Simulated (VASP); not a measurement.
The system is TaSi2.

```
Ta Si
1.0
     4.78000    0.00000    0.00000
    -2.39000    4.13960    0.00000
     0.00000    0.00000    6.56400
Ta Si
3 6
Cartesian
  -1.1950 2.0698 1.0940
  1.1950 2.0698 5.4700
  2.3900 0.0000 3.2820
  1.1949 0.6899 1.0940
  -1.1951 3.4497 5.4700
  2.3900 2.7599 3.2820
  1.1951 3.4497 1.0940
  3.5851 0.6899 5.4700
  0.0000 1.3797 3.2820
```

| Quantity | Value |
| --- | --- |
| Program | VASP 6.6.1 |
| Task | relaxation of cell and atoms |
| Functional | PBEsol |
| Dispersion | D4 |
| Potentials or basis | VASP PAW PBE potentials, release 64 (Ta_pv, Si) |
| Cutoff | 600 eV |
| k mesh | 7 × 7 × 4 |
| Occupations | fermi-dirac, width 0.05 eV |
| Spin | no spin polarisation |

At the start: pressure -3.5 GPa; volume 14.43 Å³/atom.

**Question.** Where does the relaxation end?

**Answer.** Over 9 steps the energy falls by 19.5 meV/atom and the volume is 14.13 Å³/atom (-2.1 %); space group P6_222 (No. 180, to 0.05 Å).

The path:
```tsv
step	energy change (eV)	largest force (eV/Å)	pressure (GPa)	volume (Å³)
1	0.0000	0.7500	-3.50	129.88
2	-0.1029	0.3249	5.29	124.05
3	-0.1187	0.4577	2.77	125.55
4	-0.1652	0.0918	-0.52	127.37
5	-0.1693	0.0325	0.16	126.96
6	-0.1747	0.0001	-0.20	127.33
7	-0.1753	0.0076	-0.12	127.24
8	-0.1753	0.0028	0.15	127.08
9	-0.1754	0.0053	0.01	127.16
```

Final structure:
```
Ta Si
1.0
     4.73618    0.00000    0.00000
    -2.36809    4.10166    0.00000
     0.00000    0.00000    6.54584
Ta Si
3 6
Direct
  0.00000 0.50000 0.16667
  0.50000 0.50000 0.83333
  0.50000 0.00000 0.50000
  0.31927 0.15964 0.16667
  0.15964 0.84036 0.83333
  0.84036 0.68073 0.50000
  0.68073 0.84036 0.16667
  0.84036 0.15964 0.83333
  0.15964 0.31927 0.50000
```

Caveat: the PAW data sets were made with another functional, which shifts forces and pressure a little; pairwise dispersion overbinds metals, which lowers pressure and volume.
